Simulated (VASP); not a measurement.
Input of a VASP 6.6.1 run:

Contents of INCAR:

```
SYSTEM = Na
PREC = Accurate ; ENCUT = 520
EDIFF = 1E-7 ; ISMEAR = 0
SIGMA = 0.1 ; LREAL = .False.
LASPH = .True. ; NELM = 80
ALGO = Fast ; ISIF = 2
LWAVE = .False. ; LCHARG = .False.
GGA = PS ; NBANDS = 14
```

The input KPOINTS:

```
regular mesh
0
Gamma
  15 15 8
  0 0 0
```

Contents of POSCAR:

```
Na
1.0
    3.8737578059      0.0000000000      0.0000000000
   -1.9368789029      3.3547726680      0.0000000000
    0.0000000000      0.0000000000      6.6976443600
Na
2
Direct
    0.3333333333      0.6666666667      0.2500000000
    0.6666666667      0.3333333333      0.7500000000
```

Potentials or basis: VASP PAW PBE potentials, release 64 (Na_pv).

The run is started by

```bash
$ cat potpaw_PBE.64/Na_pv/POTCAR > POTCAR
$ mpirun -np 1 vasp_std > vasp.out
```

(1) Predict the pressure.

(2) What does it give for the band gap on the k mesh?

Answers

(1) -1.0 GPa.

(2) zero (band 7 reaches 1.88 eV, above the bottom of band 8 at -2.21 eV).

Caveat: the cell differs from its parent crystal (strained); the PAW data sets were made with another functional, which shifts forces and pressure a little.
